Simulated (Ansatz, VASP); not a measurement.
Zn: VASP beside Ansatz

File INCAR:

```
SYSTEM = Zn
PREC     = Accurate       ! precision mode
ENCUT    = 520            ! plane-wave cutoff, eV
EDIFF    = 1E-6           ! SCF threshold, eV
ISMEAR   = -1             ! smearing method
SIGMA    = 0.1            ! smearing width, eV
LREAL    = .False.        ! projectors in reciprocal space
LASPH    = .True.         ! aspherical terms in the spheres
NELM     = 100            ! most SCF steps
ALGO     = Normal         ! electronic algorithm
ISIF     = 2              ! what is computed and relaxed
LWAVE    = .False.        ! write WAVECAR
LCHARG   = .True.         ! write CHGCAR
GGA      = B5             ! functional
ALDAX    = 1.0          
AGGAX    = 1.0          
AGGAC    = 1.0          
ALDAC    = 0.0          
LELF     = .True.         ! ELF
LVHAR    = .True.       
NBANDS   = 19             ! bands
```

Contents of KPOINTS:

```
regular mesh
0
Gamma
  17 17 9
  0 0 0
```

File POSCAR:

```
Zn
1.0
   -2.8566807259      2.5348082598      1.3163365561
    2.5348082598     -2.8566807259      1.3163365561
    2.9973634965      2.9973634965     -1.9058465671
Zn
2
Direct
    0.9856353095      0.0143646905      1.0000000000
    0.7643646905      0.2356353095      0.5000000000
```

Input for Ansatz:

```yaml
crystal:
  lattice:
    - [-2.8566807259, 2.5348082598, 1.3163365561]
    - [2.5348082598, -2.8566807259, 1.3163365561]
    - [2.9973634965, 2.9973634965, -1.9058465671]
  atoms:
    - { symbol: Zn, position: [0.9856353095, 0.0143646905, 1.0] }
    - { symbol: Zn, position: [0.7643646905, 0.2356353095, 0.5] }
hamiltonian:
  xc: blyp
  pseudopotentials:
    kind: paw
    azcp:
      Zn: "pseudopotentials/Zn.paw.azcp"
basis:
  ecutwfc: 420
  fft_grid_basis: typed
kpoints:
  mp_grid: { grid: [17, 17, 9], shift: [0, 0, 0] }
magnetization:
  spin_polarized: false
scf:
  occupations: { method: fermi_dirac, width: 0.1 }
  lower_state_search: "off"
output:
  stress: true
  write_density: true
  write_potential: true
  elf: true
  volumetric_format: npy
```

Alike in both runs: task single point; functional BLYP; k mesh 17 × 17 × 9; occupations fermi-dirac, width 0.1 eV; no spin polarisation.

```csv
,VASP,Ansatz
version,VASP 6.6.1,Ansatz 0.2.0
potentials or method,"VASP PAW PBE potentials, release 64 (Zn), cutoff 520 eV","plane waves (420 eV) with PAW, scalar-relativistic"
valence electrons in the cell,24,24
```

```csv
,VASP,Ansatz,Ansatz less VASP
pressure (GPa),-1.2,-1.3,-0.06
"traceless stress, the component that is largest in VASP (GPa)",0.23,0.15,-0.077
```

VASP's potentials were made for PBE, not for BLYP.
